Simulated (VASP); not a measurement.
# Ga7FeAs8 (F-43m) in VASP: single point with PBEsol+U

Aim: the single point of Ga7FeAs8 with PBEsol+U.

All numbers are computed with VASP 6.6.1; they aren't measurements. Logs are shortened: lines on timing, memory, paths and dates and some standing lists are left out, and cuts for length are marked.

### Step 1. The cell of the first run

It takes space group F-43m (No. 216, cubic). The conventional cell has a = 11.307 Å, b = 11.307 Å, c = 11.307 Å, α = 90.00°, β = 90.00°, γ = 90.00°. Within 3.2 Å of Fe (site symmetry -43m) lie 4 As at 2.43 Å. Ga (site symmetry 2mm) has 4 As at 2.45 Å within 3.2 Å. Ga (site symmetry -43m) has 4 As at 2.45 Å within 3.2 Å. As (site symmetry 3m) has 1 Fe at 2.43 Å and 3 Ga at 2.45 Å within 3.2 Å. Within 3.2 Å of As (site symmetry 3m) lie 4 Ga at 2.45 Å.

### Step 2. Single point, PBEsol+U, collinear spin, ferromagnetic start

File INCAR:

```
SYSTEM = Ga7FeAs8
PREC = Accurate
ENCUT = 520
EDIFF = 1E-6
ISMEAR = 0
SIGMA = 0.05
LREAL = Auto
LASPH = .True.
NELM = 150
ALGO = Normal
ISIF = 2
LWAVE = .False.
LCHARG = .False.
ISPIN = 2
MAGMOM = 5 0 0 0 0 0 0 0 0 0 0 0 0 0 0 0
LORBIT = 11
LMAXMIX = 4
LDAU = .True.
LDAUTYPE = 2
LDAUL = 2 -1 -1
LDAUU = 4 0 0
LDAUJ = 0 0 0
LDAUPRINT = 1
GGA = PS
NBANDS = 88
```

File KPOINTS:

```
regular mesh
0
Gamma
  3 3 3
  0 0 0
```

File POSCAR:

```
Ga7FeAs8
1.0
    0.0000000000      5.6537000000      5.6537000000
    5.6537000000      0.0000000000      5.6537000000
    5.6537000000      5.6537000000      0.0000000000
Fe Ga As
1 7 8
Direct
    0.0000000000      0.0000000000      0.0000000000
    0.0006835677      0.0006835677      0.4993164323
    0.0006835677      0.4993164323      0.0006835677
    0.0006835677      0.4993164323      0.4993164323
    0.4993164323      0.0006835677      0.0006835677
    0.4993164323      0.0006835677      0.4993164323
    0.4993164323      0.4993164323      0.0006835677
    0.5000000000      0.5000000000      0.5000000000
    0.1242158626      0.1242158626      0.1242158626
    0.1242158626      0.1242158626      0.6273524122
    0.1242158626      0.6273524122      0.1242158626
    0.1246499955      0.6251166682      0.6251166682
    0.6273524122      0.1242158626      0.1242158626
    0.6251166682      0.1246499955      0.6251166682
    0.6251166682      0.6251166682      0.1246499955
    0.6251166682      0.6251166682      0.6251166682
```

Potentials or basis: VASP PAW PBE potentials, release 64 (Fe, Ga_d, As).

Started as:

```bash
> cat potpaw_PBE.64/Fe/POTCAR potpaw_PBE.64/Ga_d/POTCAR potpaw_PBE.64/As/POTCAR > POTCAR
> mpirun -np 1 vasp_std > vasp.out
```

OUTCAR:

```text
SYSTEM = Ga7FeAs8
   PREC = Accurate
   ENCUT = 520
   EDIFF = 1E-6
   ISMEAR = 0
   LREAL = Auto
   LASPH = .True.
   NELM = 150
   ISIF = 2
   ISPIN = 2
   LORBIT = 11
   GGA = PS

 ion  position               nearest neighbor table
   1  0.000  0.000  0.000-  10 2.43  11 2.43  13 2.43   9 2.43
   2  0.001  0.001  0.499-   9 2.45  10 2.45  12 2.45  14 2.45
   3  0.001  0.499  0.001-   9 2.45  11 2.45  12 2.45  15 2.45
   4  0.001  0.499  0.499-  10 2.45  11 2.45  16 2.45  12 2.45
   5  0.499  0.001  0.001-   9 2.45  13 2.45  14 2.45  15 2.45
   6  0.499  0.001  0.499-  10 2.45  13 2.45  16 2.45  14 2.45
[... 8 lines left out ...]
  15  0.625  0.625  0.125-   8 2.45   5 2.45   3 2.45   7 2.45
  16  0.625  0.625  0.625-   8 2.45   6 2.45   7 2.45   4 2.45

  LATTYP: Found a face centered cubic cell.
 ALAT       =    11.3074000000

  Lattice vectors:

 A1 = (   0.0000000000,   5.6537000000,   5.6537000000)
 A2 = (   5.6537000000,   0.0000000000,   5.6537000000)
 A3 = (   5.6537000000,   5.6537000000,   0.0000000000)

Analysis of symmetry for initial positions (statically):
=====================================================================
 Subroutine PRICEL returns:
 Original cell was already a primitive cell.

 Routine SETGRP: Setting up the symmetry group for a
 face centered cubic supercell.

 Subroutine GETGRP returns: Found 24 space group operations
 (whereof 24 operations were pure point group operations)
 out of a pool of 48 trial point group operations.

The static configuration has the point symmetry T_d .

Analysis of symmetry for dynamics (positions and initial velocities):
=====================================================================
 Subroutine PRICEL returns:
 Original cell was already a primitive cell.

 Routine SETGRP: Setting up the symmetry group for a
 face centered cubic supercell.

 Subroutine GETGRP returns: Found 24 space group operations
 (whereof 24 operations were pure point group operations)
 out of a pool of 48 trial point group operations.

The dynamic configuration has the point symmetry T_d .

Analysis of structural, dynamic, and magnetic symmetry:
=====================================================================
 Subroutine PRICEL returns:
 Original cell was already a primitive cell.

 Routine SETGRP: Setting up the symmetry group for a
 face centered cubic supercell.

 Subroutine GETGRP returns: Found 24 space group operations
 (whereof 24 operations were pure point group operations)
 out of a pool of 48 trial point group operations.

The overall configuration has the point symmetry T_d .

 Subroutine INISYM returns: Found 24 space group operations
 (whereof 24 operations are pure point group operations),
 and found     1 'primitive' translations

----------------------------------------------------------------------------------------

                                     Primitive cell

  volume of cell :     361.4334

  direct lattice vectors                    reciprocal lattice vectors
     0.000000000  5.653700000  5.653700000    -0.088437660  0.088437660  0.088437660
     5.653700000  0.000000000  5.653700000     0.088437660 -0.088437660  0.088437660
     5.653700000  5.653700000  0.000000000     0.088437660  0.088437660 -0.088437660

  length of vectors
     7.995539218  7.995539218  7.995539218     0.153178521  0.153178521  0.153178521

  position of ions in fractional coordinates (direct lattice)
     0.000000000  0.000000000  0.000000000
     0.000683568  0.000683568  0.499316432
     0.000683568  0.499316432  0.000683568
     0.000683568  0.499316432  0.499316432
     0.499316432  0.000683568  0.000683568
     0.499316432  0.000683568  0.499316432
[... 8 lines left out ...]
     0.625116668  0.625116668  0.124649996
     0.625116668  0.625116668  0.625116668

[... 98 lines left out ...]
   GGA     = PS    functional components
   LHFCALC =     F    Hartree Fock is set to
   AEXX    =    0.0000 exact exchange contribution
   IVDW    =     0    specifies the selected vdW correction
   LEPSILON=     F    determine dielectric tensor
   LRPA    =     F    only Hartree local field effects (RPA)
 spin polarized calculation
 Gauss-broadening in eV      SIGMA  =   0.05
  energy-cutoff  :      520.00
  volume of cell :      361.43
 maximum number of plane-waves:      9735
   NGX = 29   NGY = 29   NGZ = 29

atom =   1  type =  1  l = 2

 onsite density matrix

spin component  1

  0.9599  0.0000 -0.0000  0.0000  0.0000
  0.0000  0.9599  0.0000  0.0000 -0.0000
 -0.0000  0.0000  0.9511  0.0000  0.0000
  0.0000  0.0000  0.0000  0.9599  0.0000
  0.0000 -0.0000  0.0000  0.0000  0.9511

spin component  2

  0.3683 -0.0000  0.0000 -0.0000  0.0000
 -0.0000  0.3683  0.0000 -0.0000 -0.0000
  0.0000  0.0000  0.0423  0.0000 -0.0000
 -0.0000 -0.0000  0.0000  0.3683  0.0000
  0.0000 -0.0000 -0.0000  0.0000  0.0423

 occupancies and eigenvectors

  o =  0.0423  v =  0.0000  0.0000  0.0000  0.0000  0.0000  0.0000 -0.0000 -0.2937 -0.0000 -0.9559      0.0000  0.0000  0.0000  0.0000  0.0000  0.0000  0.0000  0.0000  0.0000  0.0000
  o =  0.0423  v =  0.0000  0.0000  0.0000  0.0000  0.0000  0.0000  0.0000  0.9559  0.0000 -0.2937      0.0000  0.0000  0.0000  0.0000  0.0000  0.0000  0.0000  0.0000  0.0000  0.0000
  o =  0.3683  v =  0.0000  0.0000  0.0000  0.0000  0.0000  1.0000  0.0000  0.0000  0.0000  0.0000      0.0000  0.0000  0.0000  0.0000  0.0000  0.0000  0.0000  0.0000  0.0000  0.0000
  o =  0.3683  v =  0.0000  0.0000  0.0000  0.0000  0.0000  0.0000  0.0340  0.0000 -0.9994  0.0000      0.0000  0.0000  0.0000  0.0000  0.0000  0.0000  0.0000  0.0000  0.0000  0.0000
  o =  0.3683  v =  0.0000  0.0000  0.0000  0.0000  0.0000  0.0000  0.9994  0.0000  0.0340  0.0000      0.0000  0.0000  0.0000  0.0000  0.0000  0.0000  0.0000  0.0000  0.0000  0.0000
  o =  0.9511  v =  0.0000 -0.0000 -0.1247 -0.0000  0.9922  0.0000  0.0000  0.0000  0.0000  0.0000      0.0000  0.0000  0.0000  0.0000  0.0000  0.0000  0.0000  0.0000  0.0000  0.0000
  o =  0.9511  v =  0.0000  0.0000  0.9922  0.0000  0.1247  0.0000  0.0000  0.0000  0.0000  0.0000      0.0000  0.0000  0.0000  0.0000  0.0000  0.0000  0.0000  0.0000  0.0000  0.0000
  o =  0.9599  v =  0.0000  0.9916 -0.0000  0.1294 -0.0000  0.0000  0.0000  0.0000  0.0000  0.0000      0.0000  0.0000  0.0000  0.0000  0.0000  0.0000  0.0000  0.0000  0.0000  0.0000
  o =  0.9599  v =  1.0000  0.0000  0.0000  0.0000  0.0000  0.0000  0.0000  0.0000  0.0000  0.0000      0.0000  0.0000  0.0000  0.0000  0.0000  0.0000  0.0000  0.0000  0.0000  0.0000
  o =  0.9599  v =  0.0000  0.1294  0.0000 -0.9916 -0.0000  0.0000  0.0000  0.0000  0.0000  0.0000      0.0000  0.0000  0.0000  0.0000  0.0000  0.0000  0.0000  0.0000  0.0000  0.0000

 number of electron     138.9999970 magnetization       4.7438895

 Free energy of the ion-electron system (eV)
  ---------------------------------------------------
  ext. energy  EPLUGINS =         0.00000000
  ---------------------------------------------------
  free energy    TOTEN  =       -73.71965721 eV

  energy without entropy =      -73.71155106  energy(sigma->0) =      -73.71560413

 E-fermi :   3.6715     XC(G=0):  -9.7512

 val. band max:        3.6034959926   @ k =   0.3333   0.0000   0.0000
 cond. band min:       3.6974915346   @ k =   0.3333   0.3333   0.0000
 fundamental gap:      0.0939955420
 Fermi energy:         3.6715127010

 spin component 1

 k-point     1 :       0.0000    0.0000    0.0000
  band No.  band energies     occupation
      1     -11.2053      1.00000
      2     -11.2053      1.00000
      3     -11.2053      1.00000
      4     -11.1884      1.00000
      5     -11.1648      1.00000
      6     -11.1648      1.00000
[... 325 lines left out ...]
     80       7.4117      0.00000
     81       7.4864      0.00000
 Fermi energy:         3.6715127010

 spin component 2

 k-point     1 :       0.0000    0.0000    0.0000
  band No.  band energies     occupation
      1     -11.1995      1.00000
      2     -11.1995      1.00000
      3     -11.1995      1.00000
      4     -11.1795      1.00000
      5     -11.1523      1.00000
      6     -11.1523      1.00000
[... 325 lines left out ...]
     80       7.4576      0.00000
     81       7.5739      0.00000
 [bands above 81 left out]

------------------------ aborting loop because EDIFF is reached ----------------------------------------

  FORCE on cell =-STRESS in cart. coord.  units (eV):
  Direction    XX          YY          ZZ          XY          YZ          ZX
  --------------------------------------------------------------------------------------
  -------------------------------------------------------------------------------------
  Total        0.5751313      0.5751313      0.5751313      0.0000000     -0.0000000      0.0000000
  in kB        2.5494663      2.5494663      2.5494663      0.0000000     -0.0000000      0.0000000
  external PRESSURE =       2.5494663 kB  Pullay stress =       0.0000000 kB

 VOLUME and BASIS-vectors are now :
 -----------------------------------------------------------------------------
  energy-cutoff  :      520.00
  volume of cell :      361.43
      direct lattice vectors                 reciprocal lattice vectors
     0.000000000  5.653700000  5.653700000    -0.088437660  0.088437660  0.088437660
     5.653700000  0.000000000  5.653700000     0.088437660 -0.088437660  0.088437660
     5.653700000  5.653700000  0.000000000     0.088437660  0.088437660 -0.088437660

 POSITION                                       TOTAL-FORCE (eV/Angst)
 -----------------------------------------------------------------------------------
      0.00000      0.00000      0.00000        -0.000000      0.000000     -0.000000
      2.82685      2.82685      0.00773        -0.000000      0.000000     -0.007143
      2.82685      0.00773      2.82685        -0.000000     -0.007143     -0.000000
      5.64597      2.82685      2.82685         0.007143      0.000000     -0.000000
      0.00773      2.82685      2.82685        -0.007143      0.000000     -0.000000
      2.82685      5.64597      2.82685        -0.000000      0.007143     -0.000000
[... 8 lines left out ...]
      4.23896      4.23896      7.06844         0.010173      0.010173     -0.010173
      7.06844      7.06844      7.06844        -0.010173     -0.010173     -0.010173
 -----------------------------------------------------------------------------------
    total drift:                                0.000001      0.000001      0.000001

  FREE ENERGIE OF THE ION-ELECTRON SYSTEM (eV)
  ---------------------------------------------------
  free  energy   TOTEN  =       -73.7196572080 eV

  energy  without entropy=      -73.7115510598  energy(sigma->0) =      -73.71560413

 total charge

# of ion       s       p       d       tot
------------------------------------------
    1        0.447   0.446   5.952   6.845
    2        0.883   0.796   9.994  11.673
    3        0.883   0.796   9.994  11.673
    4        0.883   0.796   9.994  11.673
    5        0.883   0.796   9.994  11.673
    6        0.883   0.796   9.994  11.673
[... 8 lines left out ...]
   15        1.210   1.590   0.031   2.831
   16        1.210   1.590   0.031   2.831
--------------------------------------------------
tot         16.317  18.764  76.154 111.235

 magnetization (x)

# of ion       s       p       d       tot
------------------------------------------
    1        0.036   0.107   3.590   3.733
    2        0.005   0.016   0.004   0.025
    3        0.005   0.016   0.004   0.025
    4        0.005   0.016   0.004   0.025
    5        0.005   0.016   0.004   0.025
    6        0.005   0.016   0.004   0.025
[... 8 lines left out ...]
   15        0.000   0.002   0.000   0.003
   16        0.000   0.002   0.000   0.003
--------------------------------------------------
tot          0.094   0.481   3.626   4.201
```

Wall time 21 min (1 thread of Intel Xeon Platinum 8375C at 2.90GHz (Ice Lake), shared host); peak memory 0.73 GiB.

What came out:

```
Free energy                                           : -73.7197 eV
Pressure                                              : 0.3 GPa
Largest force                                         : 0.055 eV/Å
Net moment                                            : 4.74 μB per cell
Site moments                                          : Fe +3.73; Ga +0.03, +0.00 (each value once); As +0.08, +0.00 (each value once) μB
Valence electrons inside the program's atomic spheres : Fe 6.84; Ga 11.67, 11.68 (each value once); As 2.84, 2.83 (each value once)
```

Forces in eV/Å, atoms in the order of the input:
```
Fe   0.000  0.000  0.000
Ga   0.000  0.000 -0.007
Ga   0.000 -0.007  0.000
Ga   0.007  0.000  0.000
Ga  -0.007  0.000  0.000
Ga   0.000  0.007  0.000
Ga   0.000  0.000  0.007
Ga   0.000  0.000  0.000
As  -0.032 -0.032 -0.032
As   0.032  0.032 -0.032
As   0.032 -0.032  0.032
As  -0.010  0.010  0.010
As  -0.032  0.032  0.032
As   0.010 -0.010  0.010
As   0.010  0.010 -0.010
As  -0.010 -0.010 -0.010
```

Levels at points of the mesh, in eV from the Fermi level:
Spin up:
```tsv
k point	band 70	band 71	band 72	band 73	band 74	band 75
(0.00, 0.00, 0.00)	0.30	0.30	0.30	0.56	0.99	0.99
```
Spin down:
| k point | band 64 | band 65 | band 66 | band 67 | band 68 | band 69 | band 70 | band 71 |
| --- | --- | --- | --- | --- | --- | --- | --- | --- |
| (0.00, 0.00, 0.00) | -1.09 | -0.40 | -0.40 | -0.40 | 0.60 | 0.62 | 0.62 | 0.97 |

Eigenvalues of the final occupation matrices:
| site | spin | trace | eigenvalues |
| --- | --- | --- | --- |
| site 1 d | 1 | 4.78 | 0.95 0.95 0.96 0.96 0.96 |
| site 1 d | 2 | 1.19 | 0.04 0.04 0.37 0.37 0.37 |

Caveat: the PAW data sets were made with another functional, which shifts forces and pressure a little; a cell with one magnetic atom can't hold antiferromagnetic order, which such compounds often take; the U is typed as a test and isn't derived for this compound. The state reached can hang on the start; a lower one may exist.
